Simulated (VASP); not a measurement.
Runs of VASP 6.6.1 on Sn. The structure is that of space group Pm-3m (No. 221), or close to it. The cells are those of the table. 

```csv
task,level,potentials or basis,spin,cell,k mesh,cutoff (eV),smearing,k mesh for the DOS,occupations for the DOS,gap on the mesh (eV),pressure (GPa)
single point,PBEsol,"VASP PAW PBE potentials, release 64 (Sn_d)",off,"a = 3.033 Å, 1 atom",14 × 14 × 14,520,fermi-dirac 0.1 eV,-,-,none,0.0
single point,PBEsol,"VASP PAW PBE potentials, release 64 (Sn_d)",off,"a = 2.324 Å, 1 atom",14 × 14 × 14,520,fermi-dirac 0.1 eV,-,-,none,295.7
single point,PBEsol,"VASP PAW PBE potentials, release 64 (Sn_d)",off,"a = 2.756 Å, 1 atom",14 × 14 × 14,520,fermi-dirac 0.1 eV,-,-,none,(a)
single point,PBEsol,"VASP PAW PBE potentials, release 64 (Sn_d)",off,"a = 2.485 Å, 1 atom",14 × 14 × 14,520,fermi-dirac 0.1 eV,-,-,none,138.0
single point,PBEsol,"VASP PAW PBE potentials, release 64 (Sn_d)",off,"a = 2.873 Å, 1 atom",14 × 14 × 14,520,fermi-dirac 0.1 eV,-,-,none,(c)
single point,PBEsol,"VASP PAW PBE potentials, release 64 (Sn_d)",off,"a = 2.235 Å, 1 atom",14 × 14 × 14,520,fermi-dirac 0.1 eV,-,-,none,446.0
single point,PBEsol,"VASP PAW PBE potentials, release 64 (Sn_d)",off,"a = 2.873 Å, 1 atom",14 × 14 × 14,520,gaussian 0.01 eV,-,-,none,12.9
single point,LDA,"VASP PAW LDA potentials, release 64 (Sn_d)",off,"a = 3.033 Å, 1 atom",14 × 14 × 14,500,fermi-dirac 0.1 eV,-,-,none,(b)
single point,PBEsol+D3(BJ),"VASP PAW PBE potentials, release 64 (Sn_d)","collinear, zero start","a = 2.235 Å, 1 atom",21 × 21 × 21,500,fermi-dirac 0.1 eV,-,-,none,431.1
relaxation of cell and atoms,PBEsol,"VASP PAW PBE potentials, release 64 (Sn_d)",off,"relaxed from a = 3.115 Å, 1 atom",14 × 14 × 14,600,fermi-dirac 0.1 eV,-,-,none,0.0
```

Task: Estimate the missing entries.

Result: (a) 31.5; (b) -1.5; (c) 13.0.

Caveats: spin-orbit coupling is left out, which moves the levels of the heavy elements; the PAW data sets were made with another functional, which shifts forces and pressure a little (some runs); three body term missing (some runs); pairwise dispersion overbinds metals, which lowers pressure and volume (some runs).

A k mesh can miss the band edges, and the runs leave out spin-orbit coupling on Sn.

A gap of «none» marks levels without a gap at the run's occupations.
